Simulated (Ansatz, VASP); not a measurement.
# One calculation of GaN, two programs

```
Ga N
1.0
     0.00000    2.22304    2.22304
     2.22304    0.00000    2.22304
     2.22304    2.22304    0.00000
Ga N
1 1
Direct
  0.00000 0.00000 0.00000
  0.25000 0.25000 0.25000
```

Alike in both runs: task single point; functional BLYP; dispersion D3(BJ); k mesh 10 × 10 × 10; occupations fermi-dirac, width 0.05 eV; no spin polarisation.

```csv
,VASP,Ansatz
version,VASP 6.6.1,Ansatz 0.2.0
potentials or method,"VASP PAW PBE potentials, release 64 (Ga_d, N)",Ansatz PAW
plane-wave cutoff (eV),520,420
valence electrons in the cell,18,18
```

Ansatz gave:

```
gap on the k mesh at the Fermi level (eV) : 2.10
least direct gap on the mesh (eV)         : 2.10
pressure (GPa)                            : 10.7
```

Question: Estimate VASP's values.

Answer: gap on the k mesh at the Fermi level (eV): 2.08; least direct gap on the mesh (eV): 2.08; pressure (GPa): 12.4.

VASP's potentials were made for PBE, not for BLYP.
